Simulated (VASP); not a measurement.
Set up this calculation in VASP 6.6.1, as the native input.

```
Task                   : single point
Functional             : PBEsol
Potentials or basis    : VASP PAW PBE potentials, release 64 (Ba_sv, Re)
Cutoff                 : 520 eV
k mesh                 : 8 × 8 × 8
Occupations            : gaussian, width 0.05 eV
Spin                   : no spin polarisation
Dipole correction      : no
Further INCAR settings : ALGO = Normal; EDIFF = 1e-06; NBANDS = 16
```

The structure of BaRe lies in POSCAR:

```
BaRe
1.0
    3.6401939807      0.0000000000      0.0000000000
    0.0000000000      3.6401939807      0.0000000000
    0.0000000000      0.0000000000      3.6401939807
Ba Re
1 1
Direct
    0.0000000000      0.0000000000      0.0000000000
    0.5000000000      0.5000000000      0.5000000000
```

One way to write it, as run:

INCAR

```
  PREC = Accurate
  ENCUT = 520
  EDIFF = 1E-6
  ISMEAR = 0
  SIGMA = 0.05
  LREAL = False
  LASPH = True
  NELM = 60
  ALGO = Normal
  ISIF = 2
  LWAVE = False
  LCHARG = True
  GGA = PS
  LELF = True
  LVHAR = True
  NBANDS = 16
```

KPOINTS

```
regular mesh
0
Gamma
  8 8 8
```

Potentials or basis: VASP PAW PBE potentials, release 64 (Ba_sv, Re).

Run with:

```console
$ cat potpaw_PBE.64/Ba_sv/POTCAR potpaw_PBE.64/Re/POTCAR > POTCAR
$ mpirun -np 1 vasp_std > vasp.out
```

Results of the run:

```json
{"Pressure": "1.2 GPa"}
```

Caveat: the PAW data sets were made with another functional, which shifts forces and pressure a little.

It took 10 s on 1 thread of Intel(R) Xeon(R) 6975P-C (Granite Rapids), on a shared host, peak memory 0.17 GiB.
